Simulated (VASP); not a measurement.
# Te2Mo in VASP: a series of runs, part 2 of 2

VASP 6.6.1. The steps go on from the part before.

## (3) Single point, PBE+D3(BJ)

File INCAR:

```
PREC     = Accurate       # precision mode
ENCUT    = 520            # plane-wave cutoff, eV
EDIFF    = 1E-6           # SCF threshold, eV
ISMEAR   = 0              # smearing method
SIGMA    = 0.05           # smearing width, eV
LREAL    = False          # projectors in reciprocal space
LASPH    = True           # aspherical terms in the spheres
NELM     = 100            # most SCF steps
ALGO     = Normal         # electronic algorithm
ISIF     = 2              # what is computed and relaxed
LWAVE    = False          # write WAVECAR
LCHARG   = False          # write CHGCAR
LDIPOL   = True         
IDIPOL   = 3            
DIPOL    = 0.5 0.5 0.428
GGA      = PE             # functional
IVDW     = 12             # dispersion correction
NBANDS   = 35             # bands
```

File KPOINTS:

```
regular mesh
0
Gamma
  9 9 1
```

File POSCAR:

```
Te2Mo
1.0
    3.5038816881      0.0000000000      0.0000000000
   -1.7519408440      3.0344505538      0.0000000000
    0.0000000000      0.0000000000     24.7677198395
Te Mo
4 2
Direct
    0.3333333333      0.6666666667      0.1816881017
    0.3333333333      0.6666666667      0.3284056818
    0.3333333333      0.6666666667      0.5274550909
    0.3333333333      0.6666666667      0.6741726710
    0.6666666667      0.3333333333      0.2550468917
    0.6666666667      0.3333333333      0.6008138810
```

Potentials or basis: VASP PAW PBE potentials, release 64 (Te, Mo_sv).

The run is started by

```
> cat potpaw_PBE.64/Te/POTCAR potpaw_PBE.64/Mo_sv/POTCAR > POTCAR
> mpirun -np 1 vasp_std > vasp.out
```

OUTCAR:

```text
PREC = Accurate
   ENCUT = 520
   EDIFF = 1E-6
   ISMEAR = 0
   LREAL = False
   LASPH = True
   NELM = 100
   ISIF = 2
   GGA = PE
   IVDW = 12
 IVDW          = 12

 ion  position               nearest neighbor table
   1  0.333  0.667  0.182-   5 2.72   5 2.72   5 2.72   2 3.63
   2  0.333  0.667  0.328-   5 2.72   5 2.72   5 2.72   1 3.63
   3  0.333  0.667  0.527-   6 2.72   6 2.72   6 2.72   4 3.63
   4  0.333  0.667  0.674-   6 2.72   6 2.72   6 2.72   3 3.63
   5  0.667  0.333  0.255-   1 2.72   1 2.72   1 2.72   2 2.72   2 2.72   2 2.72
   6  0.667  0.333  0.601-   4 2.72   4 2.72   4 2.72   3 2.72   3 2.72   3 2.72

  LATTYP: Found a hexagonal cell.
 ALAT       =     3.5038816881
 C/A-ratio  =     7.0686518679

  Lattice vectors:

 A1 = (   3.5038816881,   0.0000000000,   0.0000000000)
 A2 = (  -1.7519408440,   3.0344505538,   0.0000000000)
 A3 = (   0.0000000000,   0.0000000000,  24.7677198395)

Analysis of symmetry for initial positions (statically):
=====================================================================
 Subroutine PRICEL returns:
 Original cell was already a primitive cell.

 Routine SETGRP: Setting up the symmetry group for a
 hexagonal supercell.

 Subroutine GETGRP returns: Found 12 space group operations
 (whereof  6 operations were pure point group operations)
 out of a pool of 24 trial point group operations.

The static configuration has the point symmetry C_3v.
 The point group associated with its full space group is D_3h.

Analysis of symmetry for dynamics (positions and initial velocities):
=====================================================================
 Subroutine PRICEL returns:
 Original cell was already a primitive cell.

 Routine SETGRP: Setting up the symmetry group for a
 hexagonal supercell.

 Subroutine GETGRP returns: Found 12 space group operations
 (whereof  6 operations were pure point group operations)
 out of a pool of 24 trial point group operations.

The dynamic configuration has the point symmetry C_3v.
 The point group associated with its full space group is D_3h.

 Subroutine INISYM returns: Found 12 space group operations
 (whereof  6 operations are pure point group operations),
 and found     1 'primitive' translations

----------------------------------------------------------------------------------------

                                     Primitive cell

  volume of cell :     263.3392

  direct lattice vectors                    reciprocal lattice vectors
     3.503881688  0.000000000  0.000000000     0.285397764  0.164774476  0.000000000
    -1.751940844  3.034450554  0.000000000     0.000000000  0.329548952  0.000000000
     0.000000000  0.000000000 24.767719839     0.000000000  0.000000000  0.040375134

  length of vectors
     3.503881688  3.503881688 24.767719839     0.329548952  0.329548952  0.040375134

  position of ions in fractional coordinates (direct lattice)
     0.333333333  0.666666667  0.181688102
     0.333333333  0.666666667  0.328405682
     0.333333333  0.666666667  0.527455091
     0.333333333  0.666666667  0.674172671
     0.666666667  0.333333333  0.255046892
     0.666666667  0.333333333  0.600813881

  ion indices of the primitive-cell ions
   primitive index   ion index
[... 47 lines left out ...]
   k-points           NKPTS =     12   k-points in BZ     NKDIM =     12   number of bands    NBANDS=     35
   number of dos      NEDOS =    301   number of ions     NIONS =      6
   total plane-waves  NPLWV = 150528
   dimension x,y,z NGX =    28 NGY =   28 NGZ =  192
   dimension x,y,z NGXF=    56 NGYF=   56 NGZF=  384
   ions per type =               4   2
   NGX,Y,Z   is equivalent  to a cutoff of  13.28, 13.28, 12.89 a.u.
   NGXF,Y,Z  is equivalent  to a cutoff of  26.57, 26.57, 25.77 a.u.
 SYSTEM =  unknown system
   PREC   = accura    normal or accurate (medium, high low for compatibility)
   ISTART =      0    job   : 0-new  1-cont  2-samecut
   ICHARG =      2    charge: 1-file 2-atom 10-const
   ISPIN  =      1    spin polarized calculation?
   LNONCOLLINEAR =      F non collinear calculations
   LSORBIT =      F    spin-orbit coupling
   LASPH  =      T    aspherical Exc in radial PAW
   ENCUT  =  520.0 eV  38.22 Ry    6.18 a.u.   6.51  6.51 46.05*2*pi/ulx,y,z
   NELM   =    100;   NELMIN=  2; NELMDL= -5     # of ELM steps
   EDIFF  = 0.1E-05   stopping-criterion for ELM
   LREAL  =      F    real-space projection
   EDIFFG = 0.1E-04   stopping-criterion for IOM
   NSW    =      0    number of steps for IOM
   IBRION =     -1    ionic relax: 0-MD 1-quasi-New 2-CG
   NFREE  =      0    steps in history (QN), initial steepest desc. (CG)
   ISIF   =      2    stress and relaxation
   ISYM   =      2    0-nonsym 1-usesym 2-fastsym
   POTIM  = 0.5000    time-step for ionic-motion
   TEBEG  =    0.0;   TEEND  =   0.0 temperature during run
   PSTRESS=    0.0 pullay stress
   NELECT =      52.0000    total number of electrons
   NUPDOWN=      -1.0000    fix difference up-down
   EMIN   =  10.00;   EMAX   =-10.00  energy-range for DOS
   EFERMI =   0.00;   METHOD = LEGACY
   ISMEAR =     0;   SIGMA  =   0.05  broadening in eV -4-tet -1-fermi 0-gaus
   EFERMI_NEDOS =   21; number of points for ismear=-14 and -15
   IALGO  =     38    algorithm
   IMIX   =      4    mixing-type and parameters
     AMIX     =   0.40;   BMIX     =  1.00
     AMIX_MAG =   1.60;   BMIX_MAG =  1.00
  volume/ion in A,a.u.               =      43.89       296.18
  Fermi-wavevector in a.u.,A,eV,Ry     =   0.953317  1.801508 12.365161  0.908814
  Thomas-Fermi vector in A             =   2.081961
   LORBIT       =      0    0 simple, 1 ext, 2 COOP (PROOUT), +10 PAW based schemes
   GGA     = PE    functional components
   LHFCALC =     F    Hartree Fock is set to
   AEXX    =    0.0000 exact exchange contribution
   IVDW    =    12    specifies the selected vdW correction
   LEPSILON=     F    determine dielectric tensor
   LRPA    =     F    only Hartree local field effects (RPA)
 non-spin polarized calculation
 Gauss-broadening in eV      SIGMA  =   0.05
  energy-cutoff  :      520.00
  volume of cell :      263.34
 maximum number of plane-waves:      7173
 NGX is ok and might be reduce to    28
   NGX = 13   NGY = 13   NGZ = 93

 dipolmoment           0.000000      0.000000      0.000047 electrons x Angstroem

 number of electron      51.9999999 magnetization

 dipolmoment           0.000000      0.000000     -0.000003 electrons x Angstroem

 Free energy of the ion-electron system (eV)
  ---------------------------------------------------
  ext. energy  EPLUGINS =         0.00000000
  ---------------------------------------------------
  free energy    TOTEN  =       -36.02199663 eV

  energy without entropy =      -36.02199663  energy(sigma->0) =      -36.02199663

 E-fermi :   2.8428     XC(G=0):  -6.5512

 val. band max:        2.4764846879   @ k =   0.3333   0.3333   0.0000
 cond. band min:       3.6563518151   @ k =   0.3333   0.3333   0.0000
 fundamental gap:      1.1798671272
 Fermi energy:         2.8428425239

 k-point     1 :       0.0000    0.0000    0.0000
  band No.  band energies     occupation
      1     -58.1839      2.00000
      2     -58.1839      2.00000
      3     -32.3603      2.00000
      4     -32.3603      2.00000
      5     -32.2167      2.00000
      6     -32.2167      2.00000
[... 445 lines left out ...]
     34       6.7211      0.00000
     35       7.4049      0.00000

------------------------ aborting loop because EDIFF is reached ----------------------------------------

 vacuum level on the upper side and lower side of the slab       (xc-potential included)        -0.207        -0.217

 Edisp (eV)   -2.56518

 E8    (eV) :    -1.2175

  FORCE on cell =-STRESS in cart. coord.  units (eV):
  Direction    XX          YY          ZZ          XY          YZ          ZX
  --------------------------------------------------------------------------------------
  -------------------------------------------------------------------------------------
  Total      -0.15269    -0.15269    -0.51187    -0.00000     0.00000     0.00000
  in kB      -0.92900    -0.92900    -3.11424    -0.00000     0.00000     0.00000
  external pressure =       -1.66 kB  Pullay stress =        0.00 kB

 VOLUME and BASIS-vectors are now :
 -----------------------------------------------------------------------------
  energy-cutoff  :      520.00
  volume of cell :      263.34
      direct lattice vectors                 reciprocal lattice vectors
     3.503881688  0.000000000  0.000000000     0.285397764  0.164774476  0.000000000
    -1.751940844  3.034450554  0.000000000     0.000000000  0.329548952  0.000000000
     0.000000000  0.000000000 24.767719839     0.000000000  0.000000000  0.040375134

 POSITION                                       TOTAL-FORCE (eV/Angst)
 -----------------------------------------------------------------------------------
     -0.00000      2.02297      4.50000        -0.000000      0.000000     -0.008684
     -0.00000      2.02297      8.13386        -0.000000     -0.000000      0.087276
     -0.00000      2.02297     13.06386        -0.000000     -0.000000     -0.087276
     -0.00000      2.02297     16.69772        -0.000000      0.000000      0.008684
      1.75194      1.01148      6.31693         0.000000      0.000000      0.013569
      1.75194      1.01148     14.88079         0.000000      0.000000     -0.013569
 -----------------------------------------------------------------------------------
    total drift:                               -0.000001      0.000001     -0.000109

  FREE ENERGIE OF THE ION-ELECTRON SYSTEM (eV)
  ---------------------------------------------------
  free  energy   TOTEN  =       -38.5871793303 eV

  energy  without entropy=      -38.5871793303  energy(sigma->0) =      -38.58717933

 vacuum level on the upper side and lower side of the slab         7.148         7.149
```

Run time: 4.1 min. Hardware: 1 thread of AMD EPYC 7R13, shared host; peak memory 0.4 GiB.

What came out:

| Quantity | Value |
| --- | --- |
| Free energy | -38.5872 eV |
| Largest force | 0.087 eV/Å |
| Band gap on the k mesh | 1.18 eV, direct |
| Dispersion energy per atom | -0.428 eV |

Forces in eV/Å, atoms in the order of the input:
```
Te   0.000  0.000 -0.009
Te   0.000  0.000  0.087
Te   0.000  0.000 -0.087
Te   0.000  0.000  0.009
Mo   0.000  0.000  0.014
Mo   0.000  0.000 -0.014
```

Caveat: spin-orbit coupling is left out, which moves the levels of the heavy elements.
